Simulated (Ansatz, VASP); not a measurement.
One calculation of MgO2, two programs

File INCAR:

```
ALGO = Normal
EDIFF = 1E-6
ENCUT = 520
GGA = PS
ISIF = 2
ISMEAR = 0
LASPH = T
LCHARG = F
LREAL = F
LWAVE = F
NBANDS = 14
NELM = 100
PREC = Accurate
SIGMA = 0.05
```

File KPOINTS:

```
k-points
0
Gamma
  12 12 12
```

Contents of POSCAR:

```
MgO2
1.0
    1.7331418973      1.0006299410      3.4939788749
   -1.7331418973      1.0006299410      3.4939788749
    0.0000000000     -2.0012598819      3.4939788749
Mg O
1 2
Direct
    0.0000000000      0.0000000000      0.0000000000
    0.4287860000      0.4287860000      0.4287860000
    0.5712140000      0.5712140000      0.5712140000
```

Input for Ansatz:

```yaml
crystal:
  lattice:
    - [1.7331418973, 1.000629941, 3.4939788749]
    - [-1.7331418973, 1.000629941, 3.4939788749]
    - [0.0, -2.0012598819, 3.4939788749]
  atoms:
    - { symbol: Mg, position: [0.0, 0.0, 0.0] }
    - { symbol: O, position: [0.428786, 0.428786, 0.428786] }
    - { symbol: O, position: [0.571214, 0.571214, 0.571214] }
basis:
  ecutwfc: 420
kpoints:
  mp_grid: { grid: [12, 12, 12] }
hamiltonian:
  xc: pbesol
scf:
  occupations: { method: gaussian, width: 0.05 }
output:
  forces: true
  stress: true
  eigenvalues: true
```

Change from the starting cell: strain +0.080 along x and y, +0.000 along z, atoms carried along.

Alike in both runs: task single point; functional PBEsol; k mesh 12 × 12 × 12; occupations gaussian, width 0.05 eV; no spin polarisation.

|  | VASP | Ansatz |
| --- | --- | --- |
| version | VASP 6.6.1 | Ansatz 0.2.0 |
| potentials or method | VASP PAW PBE potentials, release 64 (Mg, O), cutoff 520 eV | scalar-relativistic, plane waves, PAW |
| valence electrons in the cell | 14 | 22 |

Ansatz gave:

- gap on the k mesh at the Fermi level (eV): 2.28
- least direct gap on the mesh (eV): 2.31
- pressure (GPa): -14.8
- traceless stress, the component that is largest in VASP (GPa): 7.36
- rms of the force components (eV/Å): 0.184

**Question.** What did VASP give for the same quantities?

**Answer.** gap on the k mesh at the Fermi level (eV): 2.26; least direct gap on the mesh (eV): 2.29; pressure (GPa): -15.0; traceless stress, the component that is largest in VASP (GPa): 8.31; rms of the force components (eV/Å): 0.273.

VASP's potentials were made for PBE, not for PBEsol. Atom by atom the forces differ by 0.089 eV/Å (rms over components). VASP's potentials hold 14 valence electrons a cell and Ansatz's 22, so a difference there can come from the potentials and not from the codes.
